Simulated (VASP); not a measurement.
A run of VASP 6.6.1 is set up as follows.

INCAR

```
SYSTEM = TmC
PREC = Accurate
ENCUT = 520
EDIFF = 1E-6
ISMEAR = 0
SIGMA = 0.05
LREAL = .False.
LASPH = .True.
NELM = 150
ALGO = Normal
ISIF = 2
LWAVE = .False.
LCHARG = .True.
ISPIN = 2
MAGMOM = 2 0
LORBIT = 11
LMAXMIX = 6
GGA = PS
LELF = .True.
LVHAR = .True.
NBANDS = 24
```

File KPOINTS:

```
regular mesh
0
Gamma
  10 10 10
  0 0 0
```

POSCAR

```
TmC
1.0
    0.0000000000      2.6918378951      2.6918378951
    2.6918378951      0.0000000000      2.6918378951
    2.6918378951      2.6918378951      0.0000000000
Tm C
1 1
Direct
    0.0000000000      0.0000000000      0.0000000000
    0.2500000000      0.2500000000      0.2500000000
```

Potentials or basis: VASP PAW PBE potentials, release 64 (Tm, C).

Command:

```sh
$ cat potpaw_PBE.64/Tm/POTCAR potpaw_PBE.64/C/POTCAR > POTCAR
$ mpirun -np 1 vasp_std > vasp.out
```

**Question.** Estimate the net moment.

**Answer.** 1.91 μB per cell.

**Question.** What does it give for the site moments?

**Answer.** Tm +1.64; C +0.11 μB.

**Question.** Predict the pressure.

**Answer.** -4.9 GPa.

Caveat: the magnetic or orbital state may not be the lowest; the PAW data sets were made with another functional, which shifts forces and pressure a little. The state reached can hang on the start; a lower one may exist.
